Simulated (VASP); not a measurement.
# ZrF2 (P4/mmm) in VASP: density of states with PBE

Aim: the density of states of ZrF2 with PBE.

Program: VASP 6.6.1. These are calculated values, not measurements. Logs are shortened: lines on timing, memory, paths and dates and some standing lists are left out, and cuts for length are marked.

### Step 1. The cell of the first run

The structure is tetragonal, space group P4/mmm (No. 123). Conventional cell: a = 4.230 Å, b = 4.230 Å, c = 3.073 Å, α = 90.00°, β = 90.00°, γ = 90.00°. Within 2.8 Å of Zr (site symmetry 4/mmm) lie 4 F at 2.12 Å. F (site symmetry mmm) has 2 Zr at 2.12 Å within 2.8 Å.

### Step 2. Density of states, PBE

POSCAR

```
ZrF2
1.0
    4.2300521583      0.0000000000      0.0000000000
    0.0000000000      4.2300521583      0.0000000000
    0.0000000000      0.0000000000      3.0730631082
Zr F
1 2
Direct
    0.5000000000      0.5000000000      0.0000000000
    0.0000000000      0.5000000000      0.0000000000
    0.5000000000      0.0000000000      0.0000000000
```

INCAR.step1

```
PREC = Accurate
ENCUT = 520
EDIFF = 1E-7
ISMEAR = 0
SIGMA = 0.1
LREAL = F
LASPH = T
NELM = 100
ALGO = Normal
ISIF = 2
LWAVE = F
LCHARG = T
LMAXMIX = 4
GGA = PE
NBANDS = 20
```

KPOINTS.step1

```
Automatic mesh
0
Gamma
  12 12 16
```

INCAR.step2

```
PREC = Accurate
ENCUT = 520
EDIFF = 1E-7
ISMEAR = -5
SIGMA = 0.1
LREAL = F
LASPH = T
NELM = 100
ALGO = Normal
ISIF = 2
LWAVE = F
LCHARG = F
LMAXMIX = 4
GGA = PE
LORBIT = 11
NBANDS = 20
NEDOS = 1001
ICHARG = 11
```

KPOINTS.step2

```
Automatic mesh
0
Gamma
  18 18 24
```

Potentials or basis: VASP PAW PBE potentials, release 64 (Zr_sv, F).

Run with:

```bash
cat potpaw_PBE.64/Zr_sv/POTCAR potpaw_PBE.64/F/POTCAR > POTCAR
cp INCAR.step1 INCAR
cp KPOINTS.step1 KPOINTS
mpirun -np 1 vasp_std > vasp.out
cp INCAR.step2 INCAR
cp KPOINTS.step2 KPOINTS
mpirun -np 1 vasp_std > vasp.out
```

OUTCAR:

```text
PREC = Accurate
   ENCUT = 520
   EDIFF = 1E-7
   ISMEAR = -5
   LREAL = F
   LASPH = T
   NELM = 100
   ISIF = 2
   GGA = PE
   LORBIT = 11
   ICHARG = 11

 ion  position               nearest neighbor table
   1  0.500  0.500  0.000-   2 2.12   3 2.12   3 2.12   2 2.12
   2  0.000  0.500  0.000-   1 2.12   1 2.12
   3  0.500  0.000  0.000-   1 2.12   1 2.12

  LATTYP: Found a simple tetragonal cell.
 ALAT       =     4.2300521583
 C/A-ratio  =     0.7264835026

  Lattice vectors:

 A1 = (   4.2300521583,   0.0000000000,   0.0000000000)
 A2 = (   0.0000000000,   4.2300521583,   0.0000000000)
 A3 = (   0.0000000000,   0.0000000000,   3.0730631082)

Analysis of symmetry for initial positions (statically):
=====================================================================
 Subroutine PRICEL returns:
 Original cell was already a primitive cell.

 Routine SETGRP: Setting up the symmetry group for a
 simple tetragonal supercell.

 Subroutine GETGRP returns: Found 16 space group operations
 (whereof 16 operations were pure point group operations)
 out of a pool of 16 trial point group operations.

The static configuration has the point symmetry D_4h.

Analysis of symmetry for dynamics (positions and initial velocities):
=====================================================================
 Subroutine PRICEL returns:
 Original cell was already a primitive cell.

 Routine SETGRP: Setting up the symmetry group for a
 simple tetragonal supercell.

 Subroutine GETGRP returns: Found 16 space group operations
 (whereof 16 operations were pure point group operations)
 out of a pool of 16 trial point group operations.

The dynamic configuration has the point symmetry D_4h.

 Subroutine INISYM returns: Found 16 space group operations
 (whereof 16 operations are pure point group operations),
 and found     1 'primitive' translations

----------------------------------------------------------------------------------------

                                     Primitive cell

  volume of cell :      54.9874
[... 86 lines left out ...]
   ICHARG =     11    charge: 1-file 2-atom 10-const
   ISPIN  =      1    spin polarized calculation?
   LNONCOLLINEAR =      F non collinear calculations
   LSORBIT =      F    spin-orbit coupling
   LASPH  =      T    aspherical Exc in radial PAW
   ENCUT  =  520.0 eV  38.22 Ry    6.18 a.u.   7.87  7.87  5.71*2*pi/ulx,y,z
   NELM   =    100;   NELMIN=  2; NELMDL=  0     # of ELM steps
   EDIFF  = 0.1E-06   stopping-criterion for ELM
   LREAL  =      F    real-space projection
   EDIFFG = 0.1E-05   stopping-criterion for IOM
   NSW    =      0    number of steps for IOM
   IBRION =     -1    ionic relax: 0-MD 1-quasi-New 2-CG
   NFREE  =      0    steps in history (QN), initial steepest desc. (CG)
   ISIF   =      2    stress and relaxation
   ISYM   =      2    0-nonsym 1-usesym 2-fastsym
   POTIM  = 0.5000    time-step for ionic-motion
   TEBEG  =    0.0;   TEEND  =   0.0 temperature during run
   PSTRESS=    0.0 pullay stress
   NELECT =      26.0000    total number of electrons
   NUPDOWN=      -1.0000    fix difference up-down
   EMIN   =  10.00;   EMAX   =-10.00  energy-range for DOS
   EFERMI =   0.00;   METHOD = LEGACY
   ISMEAR =    -5;   SIGMA  =   0.10  broadening in eV -4-tet -1-fermi 0-gaus
   EFERMI_NEDOS =   21; number of points for ismear=-14 and -15
   IALGO  =     38    algorithm
   IMIX   =      4    mixing-type and parameters
     AMIX     =   0.40;   BMIX     =  1.00
     AMIX_MAG =   1.60;   BMIX_MAG =  1.00
  volume/ion in A,a.u.               =      18.33       123.69
  Fermi-wavevector in a.u.,A,eV,Ry     =   1.275396  2.410149 22.131704  1.626634
  Thomas-Fermi vector in A             =   2.408110
   LORBIT       =     11    0 simple, 1 ext, 2 COOP (PROOUT), +10 PAW based schemes
   GGA     = PE    functional components
   LHFCALC =     F    Hartree Fock is set to
   AEXX    =    0.0000 exact exchange contribution
   IVDW    =     0    specifies the selected vdW correction
   LEPSILON=     F    determine dielectric tensor
   LRPA    =     F    only Hartree local field effects (RPA)
 non-spin polarized calculation
 Fermi weights with tetrahedron method with Bloechl corrections
  energy-cutoff  :      520.00
  volume of cell :       54.99
 maximum number of plane-waves:      1506
 NGX is ok and might be reduce to    32

 number of electron      25.9999987 magnetization

 Free energy of the ion-electron system (eV)
  ---------------------------------------------------
  ext. energy  EPLUGINS =         0.00000000
  ---------------------------------------------------
  free energy    TOTEN  =       -20.53308971 eV

  energy without entropy =      -20.53308971  energy(sigma->0) =      -20.53308971

 E-fermi :   4.9672     XC(G=0):  -8.7696

 val. band max:        5.0272938972   @ k =   0.3333   0.1111   0.2917
 cond. band min:       4.9593823427   @ k =   0.2778   0.0556   0.3750
 fundamental gap:     -0.0679115545
 Fermi energy:         4.9672030242

 k-point     1 :       0.0000    0.0000    0.0000
  band No.  band energies     occupation
      1     -45.5100      2.00000
      2     -23.8312      2.00000
      3     -23.8312      2.00000
      4     -22.8090      2.00000
      5     -21.4434      2.00000
      6     -21.3917      2.00000
[... 541 lines left out ...]
     19      10.8604      0.00000
     20      12.3158      0.00000

 [... further k-points ...]
[... 5 lines left out ...]
  --------------------------------------------------------------------------------------
  -------------------------------------------------------------------------------------
  Total        0.0681398      0.0681398      0.0467430      0.0000000     -0.0000000      0.0000000
  in kB        1.9854032      1.9854032      1.3619596      0.0000000     -0.0000000      0.0000000
  external PRESSURE =       1.7775887 kB  Pullay stress =       0.0000000 kB

 VOLUME and BASIS-vectors are now :
 -----------------------------------------------------------------------------
  energy-cutoff  :      520.00
  volume of cell :       54.99
      direct lattice vectors                 reciprocal lattice vectors
     4.230052158  0.000000000  0.000000000     0.236403704  0.000000000  0.000000000
     0.000000000  4.230052158  0.000000000     0.000000000  0.236403704  0.000000000
     0.000000000  0.000000000  3.073063108     0.000000000  0.000000000  0.325408221

 POSITION                                       TOTAL-FORCE (eV/Angst)
 -----------------------------------------------------------------------------------
      2.11503      2.11503      0.00000         0.000000      0.000000      0.000000
      0.00000      2.11503      0.00000         0.000000      0.000000      0.000000
      2.11503      0.00000      0.00000         0.000000      0.000000      0.000000
 -----------------------------------------------------------------------------------
    total drift:                                0.000000     -0.000000     -0.000000

  FREE ENERGIE OF THE ION-ELECTRON SYSTEM (eV)
  ---------------------------------------------------
  free  energy   TOTEN  =       -20.5330897138 eV

  energy  without entropy=      -20.5330897138  energy(sigma->0) =      -20.53308971

 total charge

# of ion       s       p       d       tot
------------------------------------------
    1        2.187   5.974   1.565   9.727
    2        1.738   4.370   0.000   6.108
    3        1.738   4.370   0.000   6.108
--------------------------------------------------
tot          5.663  14.715   1.565  21.943
```

OUTCAR.step1:

```text
PREC = Accurate
   ENCUT = 520
   EDIFF = 1E-7
   ISMEAR = 0
   LREAL = F
[... 779 lines left out ...]
      2.11503      2.11503      0.00000         0.000000      0.000000      0.000000
      0.00000      2.11503      0.00000         0.000000      0.000000      0.000000
      2.11503      0.00000      0.00000         0.000000      0.000000      0.000000
 -----------------------------------------------------------------------------------
    total drift:                                0.000000     -0.000000     -0.000000

  FREE ENERGIE OF THE ION-ELECTRON SYSTEM (eV)
  ---------------------------------------------------
  free  energy   TOTEN  =       -20.5413328762 eV

  energy  without entropy=      -20.5347434579  energy(sigma->0) =      -20.53803817
```

Wall time 6.1 min (1 thread of Intel Xeon Platinum 8375C at 2.90GHz (Ice Lake), shared host); peak memory 0.75 GiB.

What came out:

```yaml
Valence_electrons_inside_the_program's_atomic_spheres: Zr 9.73; F 6.11
```

Caveat: tetrahedron occupations give inexact forces and stress in metals.
